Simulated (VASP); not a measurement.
The system is CuO (Tenorite).

```
Cu O
1.0
     2.34185   -1.71130    0.00000
     2.34185    1.71130    0.00000
    -0.85003    0.00000    5.05787
Cu O
2 2
Direct
  0.50000 0.00000 0.50000
  0.00000 0.50000 0.00000
  0.41840 0.58160 0.75000
  0.58160 0.41840 0.25000
```

- Program: VASP 6.6.1
- Task: relaxation of cell and atoms
- Functional: LDA
- Potentials or basis: VASP PAW LDA potentials, release 64 (Cu, O)
- Cutoff: 600 eV
- k mesh: 10 × 10 × 5
- Occupations: fermi-dirac, width 0.05 eV
- Spin: no spin polarisation

At the start: pressure -8.9 GPa; volume 10.13 Å³/atom.

Q: Where does the relaxation end?

A: Over 28 steps the energy falls by 43.4 meV/atom and the volume is 10.30 Å³/atom (+1.7 %); space group Cccm (No. 66, to 0.05 Å).

The path:
```csv
step,energy change (eV),largest force (eV/Å),pressure (GPa),volume (Å³)
1,0.0000,0.4266,-8.95,40.54
2,-0.0250,0.0205,9.52,37.30
3,-0.0650,0.2149,0.60,38.67
4,-0.0714,0.1518,0.51,38.77
5,-0.0791,0.0207,0.52,39.01
6,-0.0844,0.0083,0.26,39.17
7,-0.0987,0.0223,-0.57,39.63
8,-0.1203,0.0612,-2.13,40.52
9,-0.1356,0.0554,-5.21,42.13
10,-0.1343,0.0594,-3.76,41.43
11,-0.1394,0.0525,-3.28,41.40
12,-0.1513,0.0325,-1.86,41.30
13,-0.1593,0.0003,0.93,41.03
14,-0.1595,0.0035,0.57,41.07
15,-0.1616,0.0134,0.32,41.12
16,-0.1658,0.0387,-0.41,41.27
17,-0.1640,0.0724,-1.98,41.51
18,-0.1668,0.0508,-0.91,41.35
19,-0.1682,0.0420,-0.09,41.16
20,-0.1684,0.0359,0.49,41.02
21,-0.1690,0.0294,0.22,41.05
22,-0.1692,0.0240,-0.01,41.08
23,-0.1696,0.0236,0.00,41.08
24,-0.1707,0.0211,0.06,41.10
25,-0.1724,0.0186,0.12,41.13
26,-0.1736,0.0190,0.15,41.16
27,-0.1722,0.0403,-1.30,41.45
28,-0.1737,0.0090,-0.08,41.21
```

Final structure:
```xyz
4
Lattice="2.0512 -1.9807 0.1526 2.0512 1.9807 0.1526 -0.3907 0.0000 5.0424" Properties=species:S:1:pos:R:3 pbc="T T T"
Cu    0.8302   -0.9904    2.5975
Cu    1.0256    0.9904    0.0763
O     1.7582    0.0050    3.9344
O     1.9535   -0.0050    1.4132
```
